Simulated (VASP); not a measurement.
Write the native input for VASP 6.6.1 that does the following.

```yaml
Task: relaxation of cell and atoms
Functional: PBE
Potentials_or_basis: VASP PAW PBE potentials, release 64 (Rh_pv)
Cutoff: 600 eV
k_mesh: 15 × 15 × 15
Occupations: methfessel-paxton, width 0.1 eV
Spin: no spin polarisation
Target_pressure: 8 GPa
Dipole_correction: no
Further_INCAR_settings: ALGO = Normal; EDIFF = 1e-06; IBRION = 2; EDIFFG = -0.005; NSW = 80; ISIF = 3
```

The structure of Rh lies in POSCAR:

```
Rh
1.0
    0.0000000000      1.8978500000      1.8978500000
    1.8978500000      0.0000000000      1.8978500000
    1.8978500000      1.8978500000      0.0000000000
Rh
1
Direct
    0.0000000000      0.0000000000      0.0000000000
```

These files were run (other wordings do the same):

INCAR

```
ALGO     = Normal         # electronic algorithm
EDIFF    = 1E-6           # SCF threshold, eV
EDIFFG   = -0.005         # ionic threshold
ENCUT    = 600            # plane-wave cutoff, eV
GGA      = PE             # functional
IBRION   = 2              # ionic algorithm
ISIF     = 3              # what is computed and relaxed
ISMEAR   = 1              # smearing method
LASPH    = True           # aspherical terms in the spheres
LCHARG   = False          # write CHGCAR
LREAL    = False          # projectors in reciprocal space
LWAVE    = False          # write WAVECAR
NELM     = 60             # most SCF steps
NSW      = 80             # ionic steps
PREC     = Accurate       # precision mode
PSTRESS  = 80.0         
SIGMA    = 0.1            # smearing width, eV
```

KPOINTS

```
k-points
0
Gamma
  15 15 15
```

Potentials or basis: VASP PAW PBE potentials, release 64 (Rh_pv).

Command:

```sh
$ cat potpaw_PBE.64/Rh_pv/POTCAR > POTCAR
$ mpirun -np 1 vasp_std > vasp.out
```

Results of the run:

- Relaxed volume: 13.64 Å³/atom
- Relaxed cell: a = 2.682 Å, b = 2.682 Å, c = 2.682 Å, α = 60.00°, β = 60.00°, γ = 60.00°
- Space group after relaxing (to 0.1 Å): Fm-3m (No. 225)
- Energy change on relaxing (the run minimises the enthalpy): +1.7 meV/atom
- Ionic steps: 3
- Pressure after relaxing: 8.0 GPa
- Band gap on the k mesh: zero (an odd number of electrons rules out a gap without spin polarisation)

Caveat: the cell is relaxed towards a set pressure, so the run minimises the enthalpy, not the energy.

Run time: 66 s on 1 thread of AMD EPYC 7R13, on a shared host, peak memory 0.13 GiB.
